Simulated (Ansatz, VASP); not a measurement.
# CdI2: VASP beside Ansatz

INCAR

```
PREC = Accurate
ENCUT = 500
EDIFF = 1E-6
ISMEAR = 0
SIGMA = 0.01
LREAL = F
LASPH = T
NELM = 120
ALGO = Normal
ISIF = 2
LWAVE = F
LCHARG = F
GGA = PS
NBANDS = 20
GGA_COMPAT = F
```

KPOINTS

```
regular mesh
0
Gamma
  6 6 4
```

POSCAR

```
CdI2
1.0
    4.2470087284      0.0000000000      0.0000000000
   -2.1235043642      3.6780174489      0.0000000000
    0.0000000000      0.0000000000      6.8950251473
Cd I
1 2
Direct
    0.0000000000      0.0000000000      0.0000000000
    0.3333333333      0.6666666667      0.2493934756
    0.6666666667      0.3333333333      0.7506065244
```

Input for Ansatz:

```yaml
crystal:
  lattice:
    - [4.2470087284, 0.0, 0.0]
    - [-2.1235043642, 3.6780174489, 0.0]
    - [0.0, 0.0, 6.8950251473]
  atoms:
    - { symbol: Cd, position: [0.0, 0.0, 0.0] }
    - { symbol: I, position: [0.3333333333, 0.6666666667, 0.2493934756] }
    - { symbol: I, position: [0.6666666667, 0.3333333333, 0.7506065244] }
kpoints:
  mp_grid: { grid: [6, 6, 4] }
hamiltonian:
  xc: pbesol
scf:
  occupations: { method: fixed }
  n_extra_bands: 4
output:
  forces: true
  stress: true
  eigenvalues: true
  write_density: true
  write_potential: true
  elf: true
  volumetric_format: npy
```

Alike in both runs: task single point; functional PBEsol; k mesh 6 × 6 × 4; no spin polarisation.

|  | VASP | Ansatz |
| --- | --- | --- |
| version | VASP 6.6.1 | Ansatz 0.2.0 |
| potentials or method | VASP PAW PBE potentials, release 64 (Cd, I) | plane waves, PAW |
| plane-wave cutoff (eV) | 500 | 420 |
| occupations | gaussian, width 0.01 eV | fixed |
| valence electrons in the cell | 26 | 54 |

```csv
,VASP,Ansatz,Ansatz less VASP
gap on the k mesh at the Fermi level (eV),2.29,2.30,+0.006
pressure (GPa),-0.5,-0.6,-0.12
rms of the force components (eV/Å),0.058,0.070,+0.0116
```

VASP's potentials were made for PBE, not for PBEsol. Atom by atom the forces differ by 0.012 eV/Å (rms over components). VASP's potentials hold 26 valence electrons a cell and Ansatz's 54, so a difference there can come from the potentials and not from the codes.

Neither program's run includes spin-orbit coupling.
